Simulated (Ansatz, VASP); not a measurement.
## Sn: VASP beside Ansatz

```
Sn
1.0
     0.00000    3.25979    3.25979
     3.25979    0.00000    3.25979
     3.25979    3.25979    0.00000
Sn
2
Direct
  0.00000 0.00000 0.00000
  0.25000 0.25000 0.25000
```

Alike in both runs: task single point; functional PBE; k mesh 6 × 6 × 6; occupations fermi-dirac, width 0.02 eV; no spin polarisation.

|  | VASP | Ansatz |
| --- | --- | --- |
| version | VASP 6.6.1 | Ansatz 0.2.0 |
| potentials or method | VASP PAW PBE potentials, release 64 (Sn_d) | plane waves, PAW |
| plane-wave cutoff (eV) | 520 | 420 |
| valence electrons in the cell | 28 | 28 |

```csv
,VASP,Ansatz,Ansatz less VASP
pressure (GPa),2.6,2.6,+0.07
```

With one functional, cell and mesh, what is left measures potentials, basis and numerics.
